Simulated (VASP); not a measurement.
Write the native input for VASP 6.6.1 that does the following.

```yaml
Task: single point
Functional: r2SCAN
Potentials_or_basis: VASP PAW PBE potentials, release 64 (Sc_sv)
Cutoff: 520 eV
k_mesh: 18 × 18 × 18
Occupations: gaussian, width 0.15 eV
Spin: no spin polarisation
Dipole_correction: no
Further_INCAR_settings: ALGO = Normal; EDIFF = 1e-07; NBANDS = 12
```

Sc:

```xyz
1
Lattice="0.0000 2.2705 2.2705 2.4408 0.0000 2.2705 2.4408 2.2705 0.0000" Properties=species:S:1:pos:R:3 pbc="T T T"
Sc    0.0000    0.0000    0.0000
```

This cell differs from its parent crystal: strain +0.0750 x Voigt [1, 0, 0, 0, 0, 0].

One way to write it, as run:

POSCAR

```
Sc
1.0
    0.0000000000      2.2705000000      2.2705000000
    2.4407875000      0.0000000000      2.2705000000
    2.4407875000      2.2705000000      0.0000000000
Sc
1
Direct
    0.0000000000      0.0000000000      0.0000000000
```

INCAR.step1

```
PREC = Accurate
ENCUT = 520
ISMEAR = 0
SIGMA = 0.15
LREAL = False
LASPH = True
NELM = 80
NBANDS = 12
GGA = PE
ALGO = Normal
EDIFF = 1E-4
LWAVE = True
LCHARG = False
```

INCAR.step2

```
PREC = Accurate
ENCUT = 520
EDIFF = 1E-7
ISMEAR = 0
SIGMA = 0.15
LREAL = False
LASPH = True
NELM = 80
ALGO = Normal
ISIF = 2
LWAVE = False
LCHARG = False
METAGGA = R2SCAN
LMIXTAU = True
NBANDS = 12
ISTART = 1
```

KPOINTS

```
regular mesh
0
Gamma
  18 18 18
```

Potentials or basis: VASP PAW PBE potentials, release 64 (Sc_sv).

The run is started by

```sh
$ cat potpaw_PBE.64/Sc_sv/POTCAR > POTCAR
$ cp INCAR.step1 INCAR
$ mpirun -np 1 vasp_std > vasp.out
$ cp INCAR.step2 INCAR
$ mpirun -np 1 vasp_std > vasp.out
```

It gave:

The pressure is 0.0 GPa.

Caveat: the cell differs from its parent crystal (strain +0.0750 x Voigt [1, 0, 0, 0, 0, 0]); the PAW data sets were made with another functional, which shifts forces and pressure a little.

Wall time 6.9 min on 1 thread of Intel Xeon 6975P-C, on a shared host, peak memory 0.27 GiB.
